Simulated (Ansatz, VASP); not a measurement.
TaPb in VASP and in Ansatz

Contents of INCAR:

```
  PREC = Accurate
  ENCUT = 600
  EDIFF = 1E-6
  ISMEAR = 0
  SIGMA = 0.1
  LREAL = False
  LASPH = True
  NELM = 80
  ALGO = Fast
  ISIF = 3
  LWAVE = False
  LCHARG = False
  GGA = PE
  IBRION = 2
  NSW = 100
  EDIFFG = -0.01
```

File KPOINTS:

```
Automatic mesh
0
Gamma
  16 16 16
```

Contents of POSCAR:

```
TaPb
1.0
    0.0000000000      3.2080677763      3.2080677763
    3.2080677763      0.0000000000      3.2080677763
    3.2080677763      3.2080677763      0.0000000000
Ta Pb
1 1
Direct
    0.0000000000      0.0000000000      0.0000000000
    0.7500000000      0.7500000000      0.7500000000
```

Input for Ansatz:

```yaml
crystal:
  lattice:
    - [0.0, 3.2080677763, 3.2080677763]
    - [3.2080677763, 0.0, 3.2080677763]
    - [3.2080677763, 3.2080677763, 0.0]
  atoms:
    - { symbol: Ta, position: [0.0, 0.0, 0.0] }
    - { symbol: Pb, position: [0.75, 0.75, 0.75] }
basis:
  ecutwfc: 420
kpoints:
  mp_grid: { grid: [16, 16, 16] }
hamiltonian:
  xc: pbe
scf:
  occupations: { method: gaussian, width: 0.1 }
output:
  forces: true
  stress: true
  eigenvalues: true
  write_density: true
  write_potential: true
  elf: true
  volumetric_format: npy
relax:
  adjacent_minimum: "off"
  f_tol: 0.01
  max_steps: 80
  cell: { stress_tol: 0.05 }
```

Change from the starting cell: species swapped into the BeSe type (F-43m, No. 216).

Alike in both runs: task relaxation of cell and atoms; functional PBE; k mesh 16 × 16 × 16; occupations gaussian, width 0.1 eV; no spin polarisation.

```csv
,VASP,Ansatz
version,VASP 6.6.1,Ansatz 0.2.0
potentials or method,"VASP PAW PBE potentials, release 64 (Ta_pv, Pb_d), cutoff 600 eV","scalar-relativistic, plane waves, PAW"
valence electrons in the cell,25,27
```

|  | VASP | Ansatz | Ansatz less VASP |
| --- | --- | --- | --- |
| gap on the k mesh at the Fermi level, each at its own relaxed structure (eV) | none | none | - |
| relaxed volume (Å³/atom) | 33.16 | 33.18 | +0.017 |
| relaxed cell length with the largest relative difference (Å) | 4.543 | 4.544 | +0.0008 |

A gap of «none» marks a metal or a gap that the smearing closes. VASP's potentials hold 25 valence electrons a cell and Ansatz's 27, so a difference there can come from the potentials and not from the codes.

Spin-orbit coupling is off throughout.
